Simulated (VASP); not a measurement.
# Li (P-1) in VASP: single point with PBEsol

Aim: the single point of Li with PBEsol.

Everything below comes from runs of VASP 6.6.1. Logs are shortened: lines on timing, memory, paths and dates and some standing lists are left out, and cuts for length are marked.

## Step 1: The cell of the first run

The typed cell holds 3 atoms: a = 7.722 Å, b = 7.823 Å, c = 7.850 Å, α = 23.12°, β = 22.66°, γ = 23.01°.

## Step 2: Single point, PBEsol (equal xy, yz and zx shear strains of -3 %)

INCAR

```
PREC     = Accurate       # precision mode
ENCUT    = 520            # plane-wave cutoff, eV
EDIFF    = 1E-6           # SCF threshold, eV
ISMEAR   = -1             # smearing method
SIGMA    = 0.05           # smearing width, eV
LREAL    = F              # projectors in reciprocal space
LASPH    = T              # aspherical terms in the spheres
NELM     = 100            # most SCF steps
ALGO     = Normal         # electronic algorithm
ISIF     = 2              # what is computed and relaxed
LWAVE    = F              # write WAVECAR
LCHARG   = T              # write CHGCAR
GGA      = PS             # functional
LELF     = T              # ELF
LVHAR    = T            
NBANDS   = 12             # bands
```

KPOINTS

```
Automatic mesh
0
Gamma
  12 12 12
```

POSCAR

```
Li
1.0
    1.4232467508      0.7580990107      7.5516148006
   -1.6777511806      0.8046139797      7.5981297696
   -0.0869690701     -1.9041864905      7.6151554299
Li
3
Direct
    0.0000000000      0.0000000000      0.0000000000
    0.2220000000      0.2220000000      0.2220000000
    0.7780000000      0.7780000000      0.7780000000
```

Potentials or basis: VASP PAW PBE potentials, release 64 (Li_sv).

On the command line:

```console
$ cat potpaw_PBE.64/Li_sv/POTCAR > POTCAR
$ mpirun -np 1 vasp_std > vasp.out
```

OUTCAR:

```text
PREC = Accurate
   ENCUT = 520
   EDIFF = 1E-6
   ISMEAR = -1
   LREAL = F
   LASPH = T
   NELM = 100
   ISIF = 2
   GGA = PS

 ion  position               nearest neighbor table
   1  0.000  0.000  0.000-
   2  0.222  0.222  0.222-
   3  0.778  0.778  0.778-

  LATTYP: Found a triclinic cell.
 ALAT       =     3.1016955775
 B/A-ratio  =     1.0128051678
 C/A-ratio  =     2.4895631785
 COS(alpha) =     0.0139794570
 COS(beta)  =     0.1681340717
 COS(gamma) =     0.5191268021

  Lattice vectors:

 A1 = (  -3.1009979314,   0.0465149690,   0.0465149690)
 A2 = (  -1.5907821105,   2.7088004702,  -0.0170256603)
 A3 = (  -1.4232467508,  -0.7580990107,  -7.5516148006)

Analysis of symmetry for initial positions (statically):
=====================================================================
 Subroutine PRICEL returns:
 Original cell was already a primitive cell.

 Routine SETGRP: Setting up the symmetry group for a
 triclinic supercell.

 Subroutine GETGRP returns: Found  2 space group operations
 (whereof  2 operations were pure point group operations)
 out of a pool of  2 trial point group operations.

The static configuration has the point symmetry S_2 .

Analysis of symmetry for dynamics (positions and initial velocities):
=====================================================================
 Subroutine PRICEL returns:
 Original cell was already a primitive cell.

 Routine SETGRP: Setting up the symmetry group for a
 triclinic supercell.

 Subroutine GETGRP returns: Found  2 space group operations
 (whereof  2 operations were pure point group operations)
 out of a pool of  2 trial point group operations.

The dynamic configuration has the point symmetry S_2 .

 Subroutine INISYM returns: Found  2 space group operations
 (whereof  2 operations are pure point group operations),
 and found     1 'primitive' translations

----------------------------------------------------------------------------------------

                                     Primitive cell

  volume of cell :      63.1512

  direct lattice vectors                    reciprocal lattice vectors
     1.423246751  0.758099011  7.551614801     0.326130032  0.191849493  0.051696967
    -1.677751181  0.804613980  7.598129770    -0.319118422  0.182023374  0.041870848
    -0.086969070 -1.904186491  7.615155430    -0.005003863 -0.371865120  0.038274239

  length of vectors
     7.721867101  7.822648444  7.850100766     0.381889516  0.369759711  0.373863108

  position of ions in fractional coordinates (direct lattice)
     0.000000000  0.000000000  0.000000000
     0.222000000  0.222000000  0.222000000
     0.778000000  0.778000000  0.778000000

  ion indices of the primitive-cell ions
   primitive index   ion index
                 1           1
                 2           2
                 3           3

----------------------------------------------------------------------------------------

 KPOINTS: Automatic mesh

Automatic generation of k-mesh.
 Grid dimensions read from file:
 generate k-points for:   12   12   12

 Generating k-lattice:

  Cartesian coordinates                     Fractional coordinates (reciprocal lattice)
     0.027177503  0.015987458  0.004308081     0.083333333 -0.000000000  0.000000000
    -0.026593202  0.015168615  0.003489237    -0.000000000  0.083333333  0.000000000
    -0.000416989 -0.030988760  0.003189520     0.000000000  0.000000000  0.083333333

  Length of vectors
     0.031824126  0.030813309  0.031155259

  Shift w.r.t. Gamma in fractional coordinates (k-lattice)
     0.000000000  0.000000000  0.000000000

 Subroutine IBZKPT returns following result:
 ===========================================

 Found    868 irreducible k-points:

 Following reciprocal coordinates:
            Coordinates               Weight
  0.000000  0.000000  0.000000      1.000000
  0.083333 -0.000000  0.000000      2.000000
  0.166667  0.000000  0.000000      2.000000
  0.250000 -0.000000  0.000000      2.000000
  0.333333 -0.000000  0.000000      2.000000
  0.416667 -0.000000  0.000000      2.000000
[... 16 lines left out ...]
  0.250000  0.166667  0.000000      2.000000
  0.333333  0.166667  0.000000      2.000000
 [... further k-points ...]
   k-points           NKPTS =    868   k-points in BZ     NKDIM =    868   number of bands    NBANDS=     12
   number of dos      NEDOS =    301   number of ions     NIONS =      3
   total plane-waves  NPLWV = 216000
   dimension x,y,z NGX =    60 NGY =   60 NGZ =   60
   dimension x,y,z NGXF=   120 NGYF=  120 NGZF=  120
   ions per type =               3
   NGX,Y,Z   is equivalent  to a cutoff of  12.92, 12.75, 12.71 a.u.
   NGXF,Y,Z  is equivalent  to a cutoff of  25.84, 25.50, 25.41 a.u.
 SYSTEM =  unknown system
   PREC   = accura    normal or accurate (medium, high low for compatibility)
   ISTART =      0    job   : 0-new  1-cont  2-samecut
   ICHARG =      2    charge: 1-file 2-atom 10-const
   ISPIN  =      1    spin polarized calculation?
   LNONCOLLINEAR =      F non collinear calculations
   LSORBIT =      F    spin-orbit coupling
   LASPH  =      T    aspherical Exc in radial PAW
   ENCUT  =  520.0 eV  38.22 Ry    6.18 a.u.  14.36 14.54 14.60*2*pi/ulx,y,z
   NELM   =    100;   NELMIN=  2; NELMDL= -5     # of ELM steps
   EDIFF  = 0.1E-05   stopping-criterion for ELM
   LREAL  =      F    real-space projection
   EDIFFG = 0.1E-04   stopping-criterion for IOM
   NSW    =      0    number of steps for IOM
   IBRION =     -1    ionic relax: 0-MD 1-quasi-New 2-CG
   NFREE  =      0    steps in history (QN), initial steepest desc. (CG)
   ISIF   =      2    stress and relaxation
   ISYM   =      2    0-nonsym 1-usesym 2-fastsym
   POTIM  = 0.5000    time-step for ionic-motion
   TEBEG  =    0.0;   TEEND  =   0.0 temperature during run
   PSTRESS=    0.0 pullay stress
   NELECT =       9.0000    total number of electrons
   NUPDOWN=      -1.0000    fix difference up-down
   EMIN   =  10.00;   EMAX   =-10.00  energy-range for DOS
   EFERMI =   0.00;   METHOD = LEGACY
   ISMEAR =    -1;   SIGMA  =   0.05  broadening in eV -4-tet -1-fermi 0-gaus
   EFERMI_NEDOS =   21; number of points for ismear=-14 and -15
   IALGO  =     38    algorithm
   IMIX   =      4    mixing-type and parameters
     AMIX     =   0.40;   BMIX     =  1.00
     AMIX_MAG =   1.60;   BMIX_MAG =  1.00
  volume/ion in A,a.u.               =      21.05       142.06
  Fermi-wavevector in a.u.,A,eV,Ry     =   0.855123  1.615947  9.949051  0.731235
  Thomas-Fermi vector in A             =   1.971824
   LORBIT       =      0    0 simple, 1 ext, 2 COOP (PROOUT), +10 PAW based schemes
   GGA     = PS    functional components
   LHFCALC =     F    Hartree Fock is set to
   AEXX    =    0.0000 exact exchange contribution
   IVDW    =     0    specifies the selected vdW correction
   LEPSILON=     F    determine dielectric tensor
   LRPA    =     F    only Hartree local field effects (RPA)
 non-spin polarized calculation
  energy-cutoff  :      520.00
  volume of cell :       63.15
 maximum number of plane-waves:      1721
 NGX is ok and might be reduce to    60
   NGX = 29   NGY = 29   NGZ = 29

 number of electron       9.0000012 magnetization

 Free energy of the ion-electron system (eV)
  ---------------------------------------------------
  ext. energy  EPLUGINS =         0.00000000
  ---------------------------------------------------
  free energy    TOTEN  =        -5.90392060 eV

  energy without entropy =       -5.89204874  energy(sigma->0) =       -5.89798467

 E-fermi :   0.5021     XC(G=0):  -6.9261

 val. band max:        0.5000023708   @ k =   0.5000  -0.0833   0.4167
 cond. band min:       0.5034328342   @ k =   0.1667  -0.0833   0.3333
 fundamental gap:      0.0034304633
 Fermi energy:         0.5020882333

 k-point     1 :       0.0000    0.0000    0.0000
  band No.  band energies     occupation
      1     -45.4582      2.00000
      2     -45.4456      2.00000
      3     -45.4409      2.00000
      4      -2.9817      2.00000
      5      -1.0472      2.00000
      6      -1.0468      2.00000
      7       6.0668      0.00000
      8       6.0907      0.00000
      9      12.7202      0.00000
     10      12.9694      0.00000
     11      13.2568      0.00000
     12      13.2989      0.00000

 k-point     2 :       0.0833   -0.0000    0.0000
  band No.  band energies     occupation
      1     -45.4572      2.00000
      2     -45.4450      2.00000
      3     -45.4402      2.00000
      4      -2.8675      2.00000
      5      -1.0662      2.00000
      6      -0.7867      2.00000
      7       5.8445      0.00000
      8       6.4549      0.00000
      9      11.9134      0.00000
     10      12.1922      0.00000
     11      12.5392      0.00000
     12      12.6394      0.00000

 k-point     3 :       0.1667    0.0000    0.0000
  band No.  band energies     occupation
      1     -45.4544      2.00000
      2     -45.4434      2.00000
      3     -45.4382      2.00000
      4      -2.5242      2.00000
      5      -0.8510      2.00000
      6      -0.2822      2.00000
      7       5.7246      0.00000
      8       6.9499      0.00000
      9      10.1492      0.00000
     10      10.7403      0.00000
     11      10.8660      0.00000
     12      11.5206      0.00000

 k-point     4 :       0.2500   -0.0000    0.0000
  band No.  band energies     occupation
      1     -45.4506      2.00000
      2     -45.4410      2.00000
      3     -45.4357      2.00000
      4      -1.9520      2.00000
      5      -0.4136      2.00000
      6       0.4579      1.41521
      7       5.5637      0.00000
      8       7.1940      0.00000
      9       8.3911      0.00000
     10       8.9913      0.00000
     11      10.0017      0.00000
     12      10.5223      0.00000

 k-point     5 :       0.3333   -0.0000    0.0000
  band No.  band energies     occupation
      1     -45.4467      2.00000
      2     -45.4383      2.00000
      3     -45.4335      2.00000
      4      -1.1568      2.00000
      5       0.2198      1.99296
      6       1.3733      0.00000
      7       4.8421      0.00000
      8       6.0409      0.00000
      9       7.6614      0.00000
     10       8.4671      0.00000
     11       9.3940      0.00000
     12       9.6360      0.00000
[... 228 lines left out ...]
      1     -45.4557      2.00000
      2     -45.4441      2.00000
      3     -45.4391      2.00000
      4      -2.6487      2.00000
      5      -1.0313      2.00000
      6      -0.3661      2.00000
      7       5.5491      0.00000
      8       6.9868      0.00000
      9      10.3342      0.00000
     10      10.9041      0.00000
     11      11.2938      0.00000
     12      11.8690      0.00000

 k-point    22 :       0.1667    0.1667    0.0000
  band No.  band energies     occupation
      1     -45.4546      2.00000
      2     -45.4437      2.00000
      3     -45.4382      2.00000
      4      -2.5153      2.00000
      5      -1.0398      2.00000
      6      -0.0891      1.99999
      7       5.3507      0.00000
      8       7.2894      0.00000
      9       9.8710      0.00000
     10      10.4732      0.00000
     11      10.9728      0.00000
     12      12.0931      0.00000

 k-point    23 :       0.2500    0.1667    0.0000
  band No.  band energies     occupation
      1     -45.4520      2.00000
      2     -45.4423      2.00000
      3     -45.4365      2.00000
      4      -2.1526      2.00000
      5      -0.8179      2.00000
      6       0.4326      1.60140
      7       5.2524      0.00000
      8       7.5063      0.00000
      9       8.8616      0.00000
     10       9.4033      0.00000
     11       9.9817      0.00000
     12      11.1591      0.00000

 k-point    24 :       0.3333    0.1667    0.0000
  band No.  band energies     occupation
      1     -45.4487      2.00000
      2     -45.4400      2.00000
      3     -45.4345      2.00000
      4      -1.5599      2.00000
      5      -0.3721      2.00000
      6       1.1907      0.00000
      7       5.2126      0.00000
      8       7.3062      0.00000
      9       7.4148      0.00000
     10       8.1279      0.00000
     11       8.9067      0.00000
     12      10.2204      0.00000

 [... further k-points ...]

------------------------ aborting loop because EDIFF is reached ----------------------------------------

  FORCE on cell =-STRESS in cart. coord.  units (eV):
  Direction    XX          YY          ZZ          XY          YZ          ZX
  --------------------------------------------------------------------------------------
  -------------------------------------------------------------------------------------
  Total       -0.2068506     -0.2201097     -0.2847482      0.1162055      0.0561142      0.0761805
  in kB       -5.2478989     -5.5842891     -7.2241978      2.9481893      1.4236448      1.9327356
  external PRESSURE =      -6.0187953 kB  Pullay stress =       0.0000000 kB

 VOLUME and BASIS-vectors are now :
 -----------------------------------------------------------------------------
  energy-cutoff  :      520.00
  volume of cell :       63.15
      direct lattice vectors                 reciprocal lattice vectors
     1.423246751  0.758099011  7.551614801     0.326130032  0.191849493  0.051696967
    -1.677751181  0.804613980  7.598129770    -0.319118422  0.182023374  0.041870848
    -0.086969070 -1.904186491  7.615155430    -0.005003863 -0.371865120  0.038274239

 POSITION                                       TOTAL-FORCE (eV/Angst)
 -----------------------------------------------------------------------------------
      0.00000      0.00000      0.00000         0.000000      0.000000      0.000000
     -0.07581     -0.07581      5.05381        -0.014407      0.001355      0.007908
     -0.26567     -0.26567     17.71109         0.014407     -0.001355     -0.007908
 -----------------------------------------------------------------------------------
    total drift:                               -0.000000     -0.000000      0.000000

  FREE ENERGIE OF THE ION-ELECTRON SYSTEM (eV)
  ---------------------------------------------------
  free  energy   TOTEN  =        -5.9039206019 eV

  energy  without entropy=       -5.8920487403  energy(sigma->0) =       -5.89798467
```

Run time: 23 min. Hardware: 1 thread of Intel Xeon 6975P-C (Granite Rapids), shared host; peak memory 0.8 GiB.

What came out:

```
Free energy            : -5.9039 eV
Largest force          : 0.016 eV/Å
Band gap on the k mesh : zero (an odd number of electrons rules out a gap without spin polarisation)
```

Forces on the atoms (eV/Å):
```
Li   0.000  0.000  0.000
Li  -0.014  0.001  0.008
Li   0.014 -0.001 -0.008
```

Caveat: the cell differs from its parent crystal (equal xy, yz and zx shear strains of -3 %); the cutoff is under 1.25 times the usual one of these potentials, so pressure, stress and relaxed cells hold a basis-set (Pulay) error; the PAW data sets were made with another functional, which shifts forces and pressure a little.
